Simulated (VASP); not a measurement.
C, a slab with vacuum:

```
C
1.0
     2.45617    0.00000    0.00000
    -1.22809    2.12711    0.00000
     0.00000    0.00000    8.52380
C
2
Direct
  0.33333 0.66667 0.00000
  0.66667 0.33333 0.00000
```

Base run:

- Program: VASP 6.6.1
- Functional: PBEsol
- Potentials or basis: VASP PAW PBE potentials, release 64 (C)
- Cutoff: 520 eV
- k mesh: 8 × 8 × 2
- Occupations: methfessel-paxton, width 0.1 eV
- Spin: no spin polarisation

Its results: band gap on the k mesh 1.99 eV, direct.

After a change of settings the same cell gave: band gap on the k mesh 2.82 eV, direct. Which change was it?
A. k mesh from 8 × 8 × 2 to 6 × 6 × 2
B. k mesh from 8 × 8 × 2 to 4 × 4 × 1; further incar settings from ALGO = Normal; EDIFF = 1e-07; NBANDS = 11 to ALGO = Normal; EDIFF = 1e-06; NBANDS = 11
C. k mesh from 8 × 8 × 2 to 5 × 5 × 2
D. k mesh from 8 × 8 × 2 to 9 × 9 × 3; further incar settings from ALGO = Normal; EDIFF = 1e-07; NBANDS = 11 to ALGO = Normal; EDIFF = 1e-06; NBANDS = 11

C.

Caveats: some runs use coarse meshes.
